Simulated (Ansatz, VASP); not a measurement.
**Two plane-wave programs on LiNbO3**

```xyz
40
Lattice="-5.1895 -2.9962 4.6715 5.1895 -2.9962 4.6715 0.0000 5.9923 4.6715" Properties=species:S:1:pos:R:3 pbc="T T T"
Li    0.0000    0.0000    3.9465
Li    0.0000   -2.9962    8.6180
Li   -2.5948    1.4981    8.6180
Li    2.5948    1.4981    8.6180
Li    0.0000    0.0000   10.9537
Li    0.0000    2.9962    6.2822
Li    2.5948   -1.4981    6.2822
Li   -2.5948   -1.4981    6.2822
Nb    0.0000    0.0000    0.0064
Nb    0.0000   -2.9962    4.6779
Nb   -2.5948    1.4981    4.6779
Nb    2.5948    1.4981    4.6779
Nb    0.0000    0.0000    7.0136
Nb    0.0000    2.9962    2.3421
Nb    2.5948   -1.4981    2.3421
Nb   -2.5948   -1.4981    2.3421
O    -0.6428   -1.4586    5.5580
O     4.5467   -1.4586    5.5580
O     1.9520    3.0356    5.5580
O     1.9520    0.0394   10.2294
O     1.5846    0.1727    5.5580
O    -3.6049    0.1727    5.5580
O    -1.0101    1.6707   10.2294
O    -1.0101    4.6669    5.5580
O    -0.9418    1.2860    5.5580
O    -0.9418   -1.7102   10.2294
O    -3.5366   -3.2082    5.5580
O     1.6529   -3.2082    5.5580
O    -1.6529   -0.2121    7.8937
O     3.5366   -0.2121    7.8937
O     0.9418   -1.7102    3.2222
O     0.9418   -4.7063    7.8937
O     0.6428    1.5375    7.8937
O    -4.5467    1.5375    7.8937
O    -1.9520   -2.9567    7.8937
O    -1.9520    0.0394    3.2222
O     1.0101   -1.3254    7.8937
O     1.0101    1.6707    3.2222
O     3.6049    3.1688    7.8937
O    -1.5846    3.1688    7.8937
```

Alike in both runs: task single point; functional PBE; k mesh 2 × 2 × 2; occupations gaussian, width 0.01 eV; no spin polarisation.

|  | VASP | Ansatz |
| --- | --- | --- |
| version | VASP 6.6.1 | Ansatz 0.2.0 |
| potentials or method | VASP PAW PBE potentials, release 64 (Li_sv, Nb_sv, O), cutoff 520 eV | scalar-relativistic, plane waves, PAW |
| valence electrons in the cell | 272 | 272 |

|  | VASP | Ansatz | Ansatz less VASP |
| --- | --- | --- | --- |
| gap on the k mesh at the Fermi level (eV) | 3.58 | 3.59 | +0.012 |
| least direct gap on the mesh (eV) | 3.58 | 3.59 | +0.012 |
| rms of the force components (eV/Å) | 0.006 | 0.007 | +0.0010 |

Atom by atom the forces differ by 0.008 eV/Å (rms over components). With one functional, cell and mesh, what is left measures potentials, basis and numerics.

Noted on VASP's run: the cutoff is under 1.25 times that of the potentials, so the pressure is a little rough.
